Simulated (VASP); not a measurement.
Here is a VASP 6.6.1 calculation.

Contents of INCAR:

```
SYSTEM = ScBPt3
PREC = Accurate
ENCUT = 520
EDIFF = 1E-6
ISMEAR = -1
SIGMA = 0.1
LREAL = .False.
LASPH = .True.
NELM = 80
ALGO = Normal
ISIF = 2
LWAVE = .False.
LCHARG = .True.
GGA = PE
LELF = .True.
LVHAR = .True.
NBANDS = 30
```

File KPOINTS:

```
regular mesh
0
Gamma
  8 8 8
  0 0 0
```

POSCAR

```
ScBPt3
1.0
    4.2905703733      0.0000000000      0.0000000000
    0.0000000000      4.2905703733      0.0000000000
    0.0000000000      0.0000000000      4.2058905311
Sc B Pt
1 1 3
Direct
    0.0000000000      0.0000000000      0.0000000000
    0.5000000000      0.5000000000      0.5000000000
    0.0000000000      0.5000000000      0.5000000000
    0.5000000000      0.5000000000      0.0000000000
    0.5000000000      0.0000000000      0.5000000000
```

Potentials or basis: VASP PAW PBE potentials, release 64 (Sc_sv, B, Pt).

Run with:

```sh
$ cat potpaw_PBE.64/Sc_sv/POTCAR potpaw_PBE.64/B/POTCAR potpaw_PBE.64/Pt/POTCAR > POTCAR
$ mpirun -np 1 vasp_std > vasp.out
```

(1) Predict the pressure.

(2) What does it give for the band gap on the k mesh?

Results:

(1) -0.9 GPa.

(2) zero (bands 22 and 23 overlap by 1.32 eV).

Caveat: spin-orbit coupling is left out, which moves the levels of the heavy elements.
